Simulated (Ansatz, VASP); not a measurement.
# One calculation of AlNi3, two programs

```
CELL_PARAMETERS angstrom
3.60207 0.00000 0.00000
0.00000 3.60207 0.00000
0.00000 0.00000 3.60207
ATOMIC_POSITIONS crystal
Al 0.00000 0.00000 0.00000
Ni 0.00000 0.50000 0.50000
Ni 0.50000 0.00000 0.50000
Ni 0.50000 0.50000 0.00000
```

Alike in both runs: task single point; functional PBE; k mesh 14 × 14 × 14; occupations gaussian, width 0.1 eV; collinear spin.

|  | VASP | Ansatz |
| --- | --- | --- |
| version | VASP 6.6.1 | Ansatz 0.2.0 |
| potentials or method | VASP PAW PBE potentials, release 64 (Al, Ni), cutoff 520 eV | scalar-relativistic, plane waves, PAW |
| valence electrons in the cell | 33 | 57 |

```tsv
	VASP	Ansatz	Ansatz less VASP
gap on the k mesh at the Fermi level (eV)	none	none	-
pressure (GPa)	-4.9	-5.0	-0.11
net moment per atom (μB)	0.18	0.19	+0.007
size of the moment on the site where the two differ most (μB)	0.26	0.28	+0.020
```

Site moments also hang on the region over which each program counts them. A gap of «none» marks a metal or a gap that the smearing closes. VASP's potentials hold 33 valence electrons a cell and Ansatz's 57, so a difference there can come from the potentials and not from the codes.
